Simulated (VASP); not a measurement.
Input of a VASP 6.6.1 run:

INCAR

```
SYSTEM = CaSi2N2
ALGO     = Normal         ! electronic algorithm
EDIFF    = 1E-6           ! SCF threshold, eV
ENCUT    = 520            ! plane-wave cutoff, eV
GGA      = PE             ! functional
ISIF     = 2              ! what is computed and relaxed
ISMEAR   = 0              ! smearing method
LASPH    = .True.         ! aspherical terms in the spheres
LCHARG   = .False.        ! write CHGCAR
LREAL    = .False.        ! projectors in reciprocal space
LWAVE    = .False.        ! write WAVECAR
NBANDS   = 22             ! bands
NELM     = 80             ! most SCF steps
PREC     = Accurate       ! precision mode
SIGMA    = 0.1            ! smearing width, eV
```

File KPOINTS:

```
k-points
0
Gamma
  10 10 10
  0 0 0
```

Contents of POSCAR:

```
CaSi2N2
1.0
   -2.1903504474      2.9452211202      3.3844507572
    2.1903504474     -2.9452211202      3.3844507572
    2.1903504474      2.9452211202     -3.3844507572
Ca Si N
1 2 2
Direct
    0.0000000000      0.0000000000      0.0000000000
    0.5000000000      0.2412231452      0.7412231452
    0.5000000000      0.7587768548      0.2587768548
    0.2735539295      0.5000000000      0.7735539295
    0.7264460705      0.5000000000      0.2264460705
```

Potentials or basis: VASP PAW PBE potentials, release 64 (Ca_sv, Si, N).

The run is started by

```bash
$ cat potpaw_PBE.64/Ca_sv/POTCAR potpaw_PBE.64/Si/POTCAR potpaw_PBE.64/N/POTCAR > POTCAR
$ mpirun -np 1 vasp_std > vasp.out
```

**Question.** Estimate the band gap on the k mesh.

**Answer.** Zero (bands 14 and 15 overlap by 0.64 eV).

**Question.** What does it give for the largest force?

**Answer.** 0.034 eV/Å.

**Question.** Estimate the pressure.

**Answer.** 0.0 GPa.

Stress tensor (GPa, compression positive):
```
-0.13  0.00  0.00
 0.00  0.19  0.00
 0.00  0.00 -0.01
```
